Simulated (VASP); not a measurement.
# BaTiO3 in VASP: single point with LDA+U

Aim: the single point of BaTiO3 with LDA+U.

Program: VASP 6.6.1. These are calculated values, not measurements. Logs are shortened: lines on timing, memory, paths and dates and some standing lists are left out, and cuts for length are marked.

## 1. The cell of the first run

The typed cell holds 5 atoms: a = 3.947 Å, b = 3.947 Å, c = 3.947 Å, α = 90.00°, β = 90.00°, γ = 90.00°.

## 2. Single point, LDA+U

File INCAR:

```
  PREC = Accurate
  ENCUT = 600
  EDIFF = 1E-6
  ISMEAR = -1
  SIGMA = 0.05
  LREAL = F
  LASPH = T
  NELM = 200
  ALGO = Normal
  ISIF = 2
  LWAVE = F
  LCHARG = T
  LMAXMIX = 4
  LDAU = T
  LDAUTYPE = 2
  LDAUL = -1 2 -1
  LDAUU = 0 5 0
  LDAUJ = 0 0 0
  LDAUPRINT = 1
  GGA = CA
  LELF = T
  LVHAR = T
  NBANDS = 28
  GGA_COMPAT = F
```

File KPOINTS:

```
Automatic mesh
0
Gamma
  7 7 7
```

File POSCAR:

```
BaTiO3
1.0
    3.9470492483     -0.0000040644      0.0000033119
   -0.0000040644      3.9470553470     -0.0000018743
    0.0000033119     -0.0000018743      3.9470868730
Ba Ti O
1 1 3
Direct
    0.4999949130      0.5000097458      0.5000048670
    0.9999789554      0.0000394818      1.0000049865
    0.5000169532     -0.0000229162     -0.0000039393
    0.0000106023      0.4999717534     -0.0000021823
   -0.0000014238      1.0000019351      0.4999962781
```

Potentials or basis: VASP PAW LDA potentials, release 64 (Ba_sv, Ti_sv, O).

On the command line:

```sh
$ cat potpaw_LDA.64/Ba_sv/POTCAR potpaw_LDA.64/Ti_sv/POTCAR potpaw_LDA.64/O/POTCAR > POTCAR
$ mpirun -np 1 vasp_std > vasp.out
```

OUTCAR:

```text
PREC = Accurate
   ENCUT = 600
   EDIFF = 1E-6
   ISMEAR = -1
   LREAL = F
   LASPH = T
   NELM = 200
   ISIF = 2
   GGA = CA

 ion  position               nearest neighbor table
   1  0.500  0.500  0.500-   3 2.79   4 2.79   3 2.79   5 2.79   5 2.79   4 2.79   5 2.79   5 2.79
                             4 2.79   4 2.79   3 2.79   3 2.79   2 3.42   2 3.42   2 3.42   2 3.42
   2  1.000  0.000  0.000-   4 1.97   3 1.97   5 1.97   5 1.97   3 1.97   4 1.97   1 3.42   1 3.42
                             1 3.42   1 3.42   1 3.42   1 3.42   1 3.42   1 3.42
   3  0.500  1.000  1.000-   2 1.97   2 1.97   1 2.79   1 2.79   1 2.79   1 2.79
   4  0.000  0.500  1.000-   2 1.97   2 1.97   1 2.79   1 2.79   1 2.79   1 2.79
   5  1.000  0.000  0.500-   2 1.97   2 1.97   1 2.79   1 2.79   1 2.79   1 2.79

  LATTYP: Found a simple cubic cell.
 ALAT       =     3.9470492483

  Lattice vectors:

 A1 = (   3.9470492483,  -0.0000040644,   0.0000033119)
 A2 = (  -0.0000040644,   3.9470553470,  -0.0000018743)
 A3 = (   0.0000033119,  -0.0000018743,   3.9470868730)

Analysis of symmetry for initial positions (statically):
=====================================================================
 Subroutine PRICEL returns:
 Original cell was already a primitive cell.

 Routine SETGRP: Setting up the symmetry group for a
 simple cubic supercell.

 Subroutine GETGRP returns: Found  1 space group operations
 (whereof  1 operations were pure point group operations)
 out of a pool of 48 trial point group operations.

The static configuration has the point symmetry C_1 .

Analysis of symmetry for dynamics (positions and initial velocities):
=====================================================================
 Subroutine PRICEL returns:
 Original cell was already a primitive cell.

 Routine SETGRP: Setting up the symmetry group for a
 simple cubic supercell.

 Subroutine GETGRP returns: Found  1 space group operations
 (whereof  1 operations were pure point group operations)
 out of a pool of 48 trial point group operations.

The dynamic configuration has the point symmetry C_1 .

 Subroutine INISYM returns: Found  1 space group operations
 (whereof  1 operations are pure point group operations),
 and found     1 'primitive' translations

----------------------------------------------------------------------------------------

                                     Primitive cell

  volume of cell :      61.4925

  direct lattice vectors                    reciprocal lattice vectors
     3.947049248 -0.000004064  0.000003312     0.253353819  0.000000261 -0.000000213
    -0.000004064  3.947055347 -0.000001874     0.000000261  0.253353427  0.000000120
     0.000003312 -0.000001874  3.947086873    -0.000000213  0.000000120  0.253351404

  length of vectors
     3.947049248  3.947055347  3.947086873     0.253353819  0.253353427  0.253351404

  position of ions in fractional coordinates (direct lattice)
     0.499994913  0.500009746  0.500004867
     0.999978955  0.000039482  0.000004987
     0.500016953  0.999977084  0.999996061
     0.000010602  0.499971753  0.999997818
     0.999998576  0.000001935  0.499996278

  ion indices of the primitive-cell ions
   primitive index   ion index
                 1           1
                 2           2
                 3           3
                 4           4
                 5           5

----------------------------------------------------------------------------------------

 KPOINTS: Automatic mesh

Automatic generation of k-mesh.
 Grid dimensions read from file:
 generate k-points for:    7    7    7

 Generating k-lattice:

[... 23 lines left out ...]
  0.000000  0.285714  0.000000      2.000000
[... 16 lines left out ...]
 -0.000000 -0.285714  0.142857      2.000000
 -0.142857  0.000000  0.285714      2.000000
 [... further k-points ...]
   k-points           NKPTS =    172   k-points in BZ     NKDIM =    172   number of bands    NBANDS=     28
   number of dos      NEDOS =    301   number of ions     NIONS =      5
   total plane-waves  NPLWV =  32768
   dimension x,y,z NGX =    32 NGY =   32 NGZ =   32
   dimension x,y,z NGXF=    64 NGYF=   64 NGZF=   64
   ions per type =               1   1   3
   NGX,Y,Z   is equivalent  to a cutoff of  13.48, 13.48, 13.48 a.u.
   NGXF,Y,Z  is equivalent  to a cutoff of  26.96, 26.96, 26.96 a.u.
 SYSTEM =  unknown system
   PREC   = accura    normal or accurate (medium, high low for compatibility)
   ISTART =      0    job   : 0-new  1-cont  2-samecut
   ICHARG =      2    charge: 1-file 2-atom 10-const
   ISPIN  =      1    spin polarized calculation?
   LNONCOLLINEAR =      F non collinear calculations
   LSORBIT =      F    spin-orbit coupling
   LASPH  =      T    aspherical Exc in radial PAW
   ENCUT  =  600.0 eV  44.10 Ry    6.64 a.u.   7.88  7.88  7.88*2*pi/ulx,y,z
   NELM   =    200;   NELMIN=  2; NELMDL= -5     # of ELM steps
   EDIFF  = 0.1E-05   stopping-criterion for ELM
   LREAL  =      F    real-space projection
[... 7 lines left out ...]
   TEBEG  =    0.0;   TEEND  =   0.0 temperature during run
   PSTRESS=    0.0 pullay stress
   NELECT =      40.0000    total number of electrons
   NUPDOWN=      -1.0000    fix difference up-down
   EMIN   =  10.00;   EMAX   =-10.00  energy-range for DOS
   EFERMI =   0.00;   METHOD = LEGACY
   ISMEAR =    -1;   SIGMA  =   0.05  broadening in eV -4-tet -1-fermi 0-gaus
   EFERMI_NEDOS =   21; number of points for ismear=-14 and -15
   IALGO  =     38    algorithm
   IMIX   =      4    mixing-type and parameters
     AMIX     =   0.40;   BMIX     =  1.00
     AMIX_MAG =   1.60;   BMIX_MAG =  1.00
  volume/ion in A,a.u.               =      12.30        82.99
  Fermi-wavevector in a.u.,A,eV,Ry     =   1.418472  2.680523 27.375765  2.012062
  Thomas-Fermi vector in A             =   2.539594
   LORBIT       =      0    0 simple, 1 ext, 2 COOP (PROOUT), +10 PAW based schemes
 LDA+U is selected, type is set to LDAUTYPE =  2
   angular momentum for each species LDAUL =    -1    2   -1
   U (eV)           for each species LDAUU =   0.0  5.0  0.0
   J (eV)           for each species LDAUJ =   0.0  0.0  0.0
   GGA     = CA    functional components
   LHFCALC =     F    Hartree Fock is set to
   AEXX    =    0.0000 exact exchange contribution
   IVDW    =     0    specifies the selected vdW correction
   LEPSILON=     F    determine dielectric tensor
   LRPA    =     F    only Hartree local field effects (RPA)
 non-spin polarized calculation
  energy-cutoff  :      600.00
  volume of cell :       61.49
 maximum number of plane-waves:      2103
   NGX = 15   NGY = 15   NGZ = 15

atom =   2  type =  2  l = 2

 onsite density matrix

spin component  1

  0.1044 -0.0000  0.0000  0.0000 -0.0000
 -0.0000  0.1044 -0.0000  0.0000  0.0000
  0.0000 -0.0000  0.2458  0.0000 -0.0000
  0.0000  0.0000  0.0000  0.1044  0.0000
 -0.0000  0.0000 -0.0000  0.0000  0.2458

spin component  2

  0.1044 -0.0000  0.0000  0.0000 -0.0000
 -0.0000  0.1044 -0.0000  0.0000  0.0000
  0.0000 -0.0000  0.2458  0.0000 -0.0000
  0.0000  0.0000  0.0000  0.1044  0.0000
 -0.0000  0.0000 -0.0000  0.0000  0.2458

 occupancies and eigenvectors

  o =  0.1044  v =  0.0025  0.9014  0.0000 -0.4331 -0.0000  0.0000  0.0000  0.0000  0.0000  0.0000      0.0000  0.0000  0.0000  0.0000  0.0000  0.0000  0.0000  0.0000  0.0000  0.0000
  o =  0.1044  v =  0.0000  0.0000  0.0000  0.0000  0.0000  0.0025  0.9014  0.0000 -0.4331 -0.0000      0.0000  0.0000  0.0000  0.0000  0.0000  0.0000  0.0000  0.0000  0.0000  0.0000
  o =  0.1044  v = -0.0007 -0.4331  0.0000 -0.9014  0.0000  0.0000  0.0000  0.0000  0.0000  0.0000      0.0000  0.0000  0.0000  0.0000  0.0000  0.0000  0.0000  0.0000  0.0000  0.0000
  o =  0.1044  v =  0.0000  0.0000  0.0000  0.0000  0.0000 -0.0007 -0.4331  0.0000 -0.9014  0.0000      0.0000  0.0000  0.0000  0.0000  0.0000  0.0000  0.0000  0.0000  0.0000  0.0000
  o =  0.1044  v =  1.0000 -0.0025 -0.0000  0.0005  0.0000  0.0000  0.0000  0.0000  0.0000  0.0000      0.0000  0.0000  0.0000  0.0000  0.0000  0.0000  0.0000  0.0000  0.0000  0.0000
  o =  0.1044  v =  0.0000  0.0000  0.0000  0.0000  0.0000  1.0000 -0.0025 -0.0000  0.0005  0.0000      0.0000  0.0000  0.0000  0.0000  0.0000  0.0000  0.0000  0.0000  0.0000  0.0000
  o =  0.2458  v =  0.0000  0.0000  0.0000  0.0000  0.0000 -0.0000  0.0000 -0.9978 -0.0000 -0.0659      0.0000  0.0000  0.0000  0.0000  0.0000  0.0000  0.0000  0.0000  0.0000  0.0000
  o =  0.2458  v = -0.0000  0.0000 -0.9978 -0.0000 -0.0659  0.0000  0.0000  0.0000  0.0000  0.0000      0.0000  0.0000  0.0000  0.0000  0.0000  0.0000  0.0000  0.0000  0.0000  0.0000
  o =  0.2458  v =  0.0000  0.0000  0.0000  0.0000  0.0000  0.0000 -0.0000  0.0659 -0.0000 -0.9978      0.0000  0.0000  0.0000  0.0000  0.0000  0.0000  0.0000  0.0000  0.0000  0.0000
  o =  0.2458  v =  0.0000 -0.0000  0.0659 -0.0000 -0.9978  0.0000  0.0000  0.0000  0.0000  0.0000      0.0000  0.0000  0.0000  0.0000  0.0000  0.0000  0.0000  0.0000  0.0000  0.0000

 number of electron      39.9999974 magnetization

 Free energy of the ion-electron system (eV)
  ---------------------------------------------------
  ext. energy  EPLUGINS =         0.00000000
  ---------------------------------------------------
  free energy    TOTEN  =       -40.73696513 eV

  energy without entropy =      -40.73696513  energy(sigma->0) =      -40.73696513

 E-fermi :   5.1284     XC(G=0): -11.9588

 val. band max:        3.9639103961   @ k =  -0.4286  -0.4286   0.4286
 cond. band min:       6.3651589334   @ k =   0.0000   0.0000   0.0000
 fundamental gap:      2.4012485373
 Fermi energy:         5.1284382547

 k-point     1 :       0.0000    0.0000    0.0000
  band No.  band energies     occupation
      1     -53.0010      2.00000
      2     -29.5829      2.00000
      3     -29.5829      2.00000
      4     -29.5829      2.00000
      5     -20.5505      2.00000
      6     -12.7229      2.00000
[... 733 lines left out ...]
     27      10.8601      0.00000
     28      12.7900      0.00000

 [... further k-points ...]
[... 5 lines left out ...]
  --------------------------------------------------------------------------------------
  -------------------------------------------------------------------------------------
  Total        1.9480499      1.9478346      1.9470909      0.0001115      0.0000443     -0.0000923
  in kB       50.7560975     50.7504870     50.7311086      0.0029061      0.0011537     -0.0024047
  external PRESSURE =      50.7458977 kB  Pullay stress =       0.0000000 kB

 VOLUME and BASIS-vectors are now :
 -----------------------------------------------------------------------------
  energy-cutoff  :      600.00
  volume of cell :       61.49
      direct lattice vectors                 reciprocal lattice vectors
     3.947049248 -0.000004064  0.000003312     0.253353819  0.000000261 -0.000000213
    -0.000004064  3.947055347 -0.000001874     0.000000261  0.253353427  0.000000120
     0.000003312 -0.000001874  3.947086873    -0.000000213  0.000000120  0.253351404

 POSITION                                       TOTAL-FORCE (eV/Angst)
 -----------------------------------------------------------------------------------
      1.97350      1.97356      1.97356        -0.000058      0.000107     -0.000110
      3.94697      0.00015      0.00002         0.000867     -0.001592     -0.000156
      1.97359      3.94696      3.94707        -0.001006      0.000169      0.000068
      0.00004      1.97341      3.94708        -0.000022      0.001639      0.000026
      3.94705      0.00000      1.97353         0.000220     -0.000323      0.000173
 -----------------------------------------------------------------------------------
    total drift:                               -0.000005      0.000004     -0.000005

  FREE ENERGIE OF THE ION-ELECTRON SYSTEM (eV)
  ---------------------------------------------------
  free  energy   TOTEN  =       -40.7369651338 eV

  energy  without entropy=      -40.7369651338  energy(sigma->0) =      -40.73696513
```

It took 2.6 min on 1 thread of Oxide Virtual Turin-like, shared host; peak memory 0.4 GiB.

Results:

```
Free energy            : -40.7370 eV
Pressure               : 5.1 GPa
Band gap on the k mesh : 2.40 eV (least direct gap 2.49 eV)
```

Levels at points of the mesh, in eV from the valence-band top:
```tsv
k point	band 17	band 18	band 19	band 20	band 21	band 22	band 23	band 24
(0.00, 0.00, 0.00)	-1.13	-0.08	-0.08	-0.08	2.40	2.40	2.40	4.34
```

Eigenvalues of the final occupation matrices:
```csv
site,spin,trace,eigenvalues
site 2 d,1,0.80,0.10 0.10 0.10 0.25 0.25
site 2 d,2,0.80,0.10 0.10 0.10 0.25 0.25
```

Caveat: the cell stands under pressure; spin-orbit coupling is left out, which moves the levels of the heavy elements. A k mesh can miss the band edges.
